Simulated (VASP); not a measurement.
# LiReS3 (Pm-3m) in VASP: relaxation of cell and atoms with PBE

Aim: the relaxation of cell and atoms of LiReS3 with PBE.

Program: VASP 6.6.1. These are calculated values, not measurements. Logs are shortened: lines on timing, memory, paths and dates and some standing lists are left out, and cuts for length are marked.

**1. The cell of the first run**

The structure is cubic, space group Pm-3m (No. 221). Conventional cell: a = 4.640 Å, b = 4.640 Å, c = 4.640 Å, α = 90.00°, β = 90.00°, γ = 90.00°. Within 4.3 Å of Li (site symmetry m-3m) lie 12 S at 3.28 Å and 8 Re at 4.02 Å. Re (site symmetry m-3m) has 6 S at 2.32 Å within 3.1 Å. S (site symmetry 4/mmm) has 2 Re at 2.32 Å within 3.1 Å.

The cell was generated, and may not be a known phase.

**2. Relaxation of cell and atoms, PBE, collinear spin**

Contents of INCAR:

```
  ALGO = Normal
  EDIFF = 1E-7
  EDIFFG = -0.01
  ENCUT = 600
  GGA = PE
  IBRION = 2
  ISIF = 3
  ISMEAR = 0
  ISPIN = 2
  LASPH = T
  LCHARG = F
  LMAXMIX = 4
  LORBIT = 11
  LREAL = F
  LWAVE = F
  MAGMOM = 0 0.73 0.19 0.19 0.19
  NELM = 150
  NSW = 100
  PREC = Accurate
  SIGMA = 0.1
```

Contents of KPOINTS:

```
k-points
0
Gamma
  8 8 8
```

Contents of POSCAR:

```
LiReS3
1.0
    4.6397679500      0.0000000000      0.0000000000
    0.0000000000      4.6397679500      0.0000000000
    0.0000000000      0.0000000000      4.6397679500
Li Re S
1 1 3
Direct
    0.0000000000      0.0000000000      0.0000000000
    0.5000000000      0.5000000000      0.5000000000
    0.0000000000      0.5000000000      0.5000000000
    0.5000000000      0.5000000000      0.0000000000
    0.5000000000      0.0000000000      0.5000000000
```

Potentials or basis: VASP PAW PBE potentials, release 64 (Li_sv, Re, S).

Launch:

```bash
> cat potpaw_PBE.64/Li_sv/POTCAR potpaw_PBE.64/Re/POTCAR potpaw_PBE.64/S/POTCAR > POTCAR
> mpirun -np 1 vasp_std > vasp.out
```

OUTCAR:

```text
EDIFF = 1E-7
   EDIFFG = -0.01
   ENCUT = 600
   GGA = PE
   IBRION = 2
   ISIF = 3
   ISMEAR = 0
   ISPIN = 2
   LASPH = T
   LORBIT = 11
   LREAL = F
   NELM = 150
   NSW = 100
   PREC = Accurate

 ion  position               nearest neighbor table
   1  0.000  0.000  0.000-
   2  0.500  0.500  0.500-   3 2.32   4 2.32   5 2.32   4 2.32   5 2.32   3 2.32
   3  0.000  0.500  0.500-   2 2.32   2 2.32
   4  0.500  0.500  0.000-   2 2.32   2 2.32
   5  0.500  0.000  0.500-   2 2.32   2 2.32

  LATTYP: Found a simple cubic cell.
 ALAT       =     4.6397679500

  Lattice vectors:

 A1 = (   4.6397679500,   0.0000000000,   0.0000000000)
 A2 = (   0.0000000000,   4.6397679500,   0.0000000000)
 A3 = (   0.0000000000,   0.0000000000,   4.6397679500)

Analysis of symmetry for initial positions (statically):
=====================================================================
 Subroutine PRICEL returns:
 Original cell was already a primitive cell.

 Routine SETGRP: Setting up the symmetry group for a
 simple cubic supercell.

 Subroutine GETGRP returns: Found 48 space group operations
 (whereof 48 operations were pure point group operations)
 out of a pool of 48 trial point group operations.

The static configuration has the point symmetry O_h .

Analysis of symmetry for dynamics (positions and initial velocities):
=====================================================================
 Subroutine PRICEL returns:
 Original cell was already a primitive cell.

 Routine SETGRP: Setting up the symmetry group for a
 simple cubic supercell.

 Subroutine GETGRP returns: Found 48 space group operations
 (whereof 48 operations were pure point group operations)
 out of a pool of 48 trial point group operations.

The dynamic configuration has the point symmetry O_h .

Analysis of structural, dynamic, and magnetic symmetry:
=====================================================================
 Subroutine PRICEL returns:
 Original cell was already a primitive cell.

 Routine SETGRP: Setting up the symmetry group for a
 simple cubic supercell.

 Subroutine GETGRP returns: Found 48 space group operations
 (whereof 48 operations were pure point group operations)
 out of a pool of 48 trial point group operations.

The overall configuration has the point symmetry O_h .

 Subroutine INISYM returns: Found 48 space group operations
 (whereof 48 operations are pure point group operations),
 and found     1 'primitive' translations

----------------------------------------------------------------------------------------

                                     Primitive cell

  volume of cell :      99.8824

  direct lattice vectors                    reciprocal lattice vectors
     4.639767950  0.000000000  0.000000000     0.215528020  0.000000000  0.000000000
     0.000000000  4.639767950  0.000000000     0.000000000  0.215528020  0.000000000
     0.000000000  0.000000000  4.639767950     0.000000000  0.000000000  0.215528020

  length of vectors
     4.639767950  4.639767950  4.639767950     0.215528020  0.215528020  0.215528020

  position of ions in fractional coordinates (direct lattice)
     0.000000000  0.000000000  0.000000000
     0.500000000  0.500000000  0.500000000
     0.000000000  0.500000000  0.500000000
     0.500000000  0.500000000  0.000000000
     0.500000000  0.000000000  0.500000000

  ion indices of the primitive-cell ions
   primitive index   ion index
                 1           1
                 2           2
                 3           3
                 4           4
                 5           5

----------------------------------------------------------------------------------------

 KPOINTS: k-points

Automatic generation of k-mesh.
 Grid dimensions read from file:
 generate k-points for:    8    8    8

 Generating k-lattice:

  Cartesian coordinates                     Fractional coordinates (reciprocal lattice)
     0.026941003  0.000000000  0.000000000     0.125000000  0.000000000  0.000000000
     0.000000000  0.026941003  0.000000000     0.000000000  0.125000000  0.000000000
     0.000000000  0.000000000  0.026941003     0.000000000  0.000000000  0.125000000

  Length of vectors
     0.026941003  0.026941003  0.026941003

  Shift w.r.t. Gamma in fractional coordinates (k-lattice)
     0.000000000  0.000000000  0.000000000

 Subroutine IBZKPT returns following result:
 ===========================================

 Found     35 irreducible k-points:

 Following reciprocal coordinates:
            Coordinates               Weight
  0.000000  0.000000  0.000000      1.000000
  0.125000  0.000000  0.000000      6.000000
  0.250000  0.000000  0.000000      6.000000
  0.375000  0.000000  0.000000      6.000000
  0.500000  0.000000  0.000000      3.000000
  0.125000  0.125000  0.000000     12.000000
[... 16 lines left out ...]
  0.375000  0.375000  0.125000     24.000000
  0.500000  0.375000  0.125000     24.000000
 [... further k-points ...]
   k-points           NKPTS =     35   k-points in BZ     NKDIM =     35   number of bands    NBANDS=     19
   number of dos      NEDOS =    301   number of ions     NIONS =      5
   total plane-waves  NPLWV =  64000
   dimension x,y,z NGX =    40 NGY =   40 NGZ =   40
   dimension x,y,z NGXF=    80 NGYF=   80 NGZF=   80
   ions per type =               1   1   3
   NGX,Y,Z   is equivalent  to a cutoff of  14.33, 14.33, 14.33 a.u.
   NGXF,Y,Z  is equivalent  to a cutoff of  28.66, 28.66, 28.66 a.u.
 SYSTEM =  unknown system
   PREC   = accura    normal or accurate (medium, high low for compatibility)
   ISTART =      0    job   : 0-new  1-cont  2-samecut
   ICHARG =      2    charge: 1-file 2-atom 10-const
   ISPIN  =      2    spin polarized calculation?
   LNONCOLLINEAR =      F non collinear calculations
   LSORBIT =      F    spin-orbit coupling
   LASPH  =      T    aspherical Exc in radial PAW
   ENCUT  =  600.0 eV  44.10 Ry    6.64 a.u.   9.27  9.27  9.27*2*pi/ulx,y,z
   NELM   =    150;   NELMIN=  2; NELMDL= -5     # of ELM steps
   EDIFF  = 0.1E-06   stopping-criterion for ELM
   LREAL  =      F    real-space projection
   EDIFFG = -.1E-01   stopping-criterion for IOM
   NSW    =    100    number of steps for IOM
   IBRION =      2    ionic relax: 0-MD 1-quasi-New 2-CG
   NFREE  =      1    steps in history (QN), initial steepest desc. (CG)
   ISIF   =      3    stress and relaxation
   ISYM   =      2    0-nonsym 1-usesym 2-fastsym
   POTIM  = 0.5000    time-step for ionic-motion
   TEBEG  =    0.0;   TEEND  =   0.0 temperature during run
   PSTRESS=    0.0 pullay stress
   NELECT =      28.0000    total number of electrons
   NUPDOWN=      -1.0000    fix difference up-down
   EMIN   =  10.00;   EMAX   =-10.00  energy-range for DOS
   EFERMI =   0.00;   METHOD = LEGACY
   ISMEAR =     0;   SIGMA  =   0.10  broadening in eV -4-tet -1-fermi 0-gaus
   EFERMI_NEDOS =   21; number of points for ismear=-14 and -15
   IALGO  =     38    algorithm
   IMIX   =      4    mixing-type and parameters
     AMIX     =   0.40;   BMIX     =  1.00
     AMIX_MAG =   1.60;   BMIX_MAG =  1.00
  volume/ion in A,a.u.               =      19.98       134.81
  Fermi-wavevector in a.u.,A,eV,Ry     =   1.071432  2.024713 15.619031  1.147966
  Thomas-Fermi vector in A             =   2.207172
   LORBIT       =     11    0 simple, 1 ext, 2 COOP (PROOUT), +10 PAW based schemes
   GGA     = PE    functional components
   LHFCALC =     F    Hartree Fock is set to
   AEXX    =    0.0000 exact exchange contribution
   IVDW    =     0    specifies the selected vdW correction
   LEPSILON=     F    determine dielectric tensor
   LRPA    =     F    only Hartree local field effects (RPA)
 conjugate gradient relaxation of ions
 spin polarized calculation
 Gauss-broadening in eV      SIGMA  =   0.10
  energy-cutoff  :      600.00
  volume of cell :       99.88
 maximum number of plane-waves:      3362
 NGX is ok and might be reduce to    40
   NGX = 19   NGY = 19   NGZ = 19

--------------------------------------- Ionic step        1  -------------------------------------------

 number of electron      28.0000019 magnetization       0.0001025

 number of electron      28.0000019 magnetization      -0.0000403

 Free energy of the ion-electron system (eV)
  ---------------------------------------------------
  ext. energy  EPLUGINS =         0.00000000
  ---------------------------------------------------
  free energy    TOTEN  =       -26.94820928 eV

  energy without entropy =      -26.92546177  energy(sigma->0) =      -26.93683553

------------------------ aborting loop because EDIFF is reached ----------------------------------------

  FORCE on cell =-STRESS in cart. coord.  units (eV):
  Direction    XX          YY          ZZ          XY          YZ          ZX
  --------------------------------------------------------------------------------------
  -------------------------------------------------------------------------------------
  Total        1.8455576      1.8455576      1.8455576     -0.0000000     -0.0000000      0.0000000
  in kB       29.6039324     29.6039324     29.6039324     -0.0000000     -0.0000000      0.0000000
  external PRESSURE =      29.6039324 kB  Pullay stress =       0.0000000 kB

 VOLUME and BASIS-vectors are now :
 -----------------------------------------------------------------------------
  energy-cutoff  :      600.00
  volume of cell :       99.88
      direct lattice vectors                 reciprocal lattice vectors
     4.639767950  0.000000000  0.000000000     0.215528020  0.000000000  0.000000000
     0.000000000  4.639767950  0.000000000     0.000000000  0.215528020  0.000000000
     0.000000000  0.000000000  4.639767950     0.000000000  0.000000000  0.215528020
[... 52 lines left out ...]
  FREE ENERGIE OF THE ION-ELECTRON SYSTEM (eV)
  ---------------------------------------------------
  free  energy   TOTEN  =       -26.9588653249 eV

  energy  without entropy=      -26.9348613257  energy(sigma->0) =      -26.94686333

--------------------------------------- Ionic step        3  -------------------------------------------

 number of electron      28.0000009 magnetization      -0.0000020

 number of electron      28.0000009 magnetization       0.0000005

 Free energy of the ion-electron system (eV)
  ---------------------------------------------------
  ext. energy  EPLUGINS =         0.00000000
  ---------------------------------------------------
  free energy    TOTEN  =       -26.97508711 eV

  energy without entropy =      -26.95139669  energy(sigma->0) =      -26.96324190

 E-fermi :   3.8633     XC(G=0):  -9.1919

 val. band max:        3.8627078798   @ k =   0.2500   0.0000   0.0000
 cond. band min:       3.8684272198   @ k =   0.5000   0.5000   0.2500
 fundamental gap:      0.0057193401
 Fermi energy:         3.8632827253

 spin component 1

 k-point     1 :       0.0000    0.0000    0.0000
  band No.  band energies     occupation
      1     -43.8956      1.00000
      2     -10.4528      1.00000
      3      -8.7681      1.00000
      4      -8.7681      1.00000
      5      -0.6988      1.00000
      6      -0.6988      1.00000
[... 11 lines left out ...]
     18       3.7880      0.85650
     19       5.6623      0.00000
[... 485 lines left out ...]
 k-point    24 :       0.5000    0.3750    0.1250
  band No.  band energies     occupation
      1     -43.8956      1.00000
      2      -9.3797      1.00000
      3      -8.6284      1.00000
      4      -8.6088      1.00000
      5      -3.0474      1.00000
      6      -2.1494      1.00000
[... 11 lines left out ...]
     18       7.7685      0.00000
     19       9.4699      0.00000

 [... further k-points ...]

 spin component 2

 k-point     1 :       0.0000    0.0000    0.0000
  band No.  band energies     occupation
      1     -43.8956      1.00000
      2     -10.4528      1.00000
      3      -8.7681      1.00000
      4      -8.7681      1.00000
      5      -0.6988      1.00000
      6      -0.6988      1.00000
[... 11 lines left out ...]
     18       3.7880      0.85650
     19       5.6623      0.00000
[... 528 lines left out ...]
 POSITION                                       TOTAL-FORCE (eV/Angst)
 -----------------------------------------------------------------------------------
      0.00000      0.00000      0.00000        -0.000000      0.000000      0.000000
      2.34286      2.34286      2.34286         0.000000      0.000000      0.000000
     -0.00000      2.34286      2.34286         0.000000     -0.000000      0.000000
      2.34286      2.34286     -0.00000        -0.000000     -0.000000      0.000000
      2.34286     -0.00000      2.34286        -0.000000     -0.000000      0.000000
 -----------------------------------------------------------------------------------
    total drift:                                0.000000     -0.000000     -0.000000

  FREE ENERGIE OF THE ION-ELECTRON SYSTEM (eV)
  ---------------------------------------------------
  free  energy   TOTEN  =       -26.9750871145 eV

  energy  without entropy=      -26.9513966932  energy(sigma->0) =      -26.96324190

 reached required accuracy - stopping structural energy minimisation

 total charge

# of ion       s       p       d       tot
------------------------------------------
    1        1.991   0.012   0.000   2.002
    2        0.510   0.602   4.742   5.854
    3        1.339   2.386   0.000   3.725
    4        1.339   2.386   0.000   3.725
    5        1.339   2.386   0.000   3.725
--------------------------------------------------
tot          6.518   7.771   4.742  19.030

 magnetization (x)

# of ion       s       p       d       tot
------------------------------------------
    1       -0.000  -0.000   0.000  -0.000
    2        0.000   0.000  -0.000  -0.000
    3        0.000   0.000   0.000   0.000
    4        0.000   0.000   0.000   0.000
    5        0.000   0.000   0.000   0.000
--------------------------------------------------
tot          0.000   0.000  -0.000  -0.000
```

Wall time 3.7 min (1 thread of Intel Xeon 6975P-C (Granite Rapids), shared host); peak memory 0.37 GiB.

What came out:

```
Free energy                                           : -26.9751 eV
Relaxed volume                                        : 20.58 Å³/atom
Relaxed cell                                          : a = 4.686 Å, b = 4.686 Å, c = 4.686 Å, α = 90.00°, β = 90.00°, γ = 90.00°
Space group after relaxing (to 0.1 Å)                 : Pm-3m (No. 221)
Energy gained by relaxing                             : 5.4 meV/atom
Ionic steps                                           : 3
Pressure after relaxing                               : 0.0 GPa
Band gap on the k mesh                                : zero (filled and empty bands overlap)
Net moment                                            : 0.00 μB per cell
Valence electrons inside the program's atomic spheres : Li 2.00; Re 5.85; S 3.73
```

Step by step:
| step | energy change (eV) | largest force (eV/Å) | pressure (GPa) | volume (Å³) |
| --- | --- | --- | --- | --- |
| 1 | 0.0000 | 0.0000 | 2.96 | 99.88 |
| 2 | -0.0107 | 0.0000 | -2.08 | 105.31 |
| 3 | -0.0269 | 0.0000 | 0.00 | 102.88 |

Final structure:
```xyz
5
Lattice="4.6857 0.0000 0.0000 0.0000 4.6857 0.0000 0.0000 0.0000 4.6857" Properties=species:S:1:pos:R:3 pbc="T T T"
Li    0.0000    0.0000    0.0000
Re    2.3429    2.3429    2.3429
S     0.0000    2.3429    2.3429
S     2.3429    2.3429    0.0000
S     2.3429    0.0000    2.3429
```

Caveat: the cutoff is under 1.25 times the usual one of these potentials, so pressure, stress and relaxed cells hold a basis-set (Pulay) error; spin-orbit coupling is left out, which moves the levels of the heavy elements.
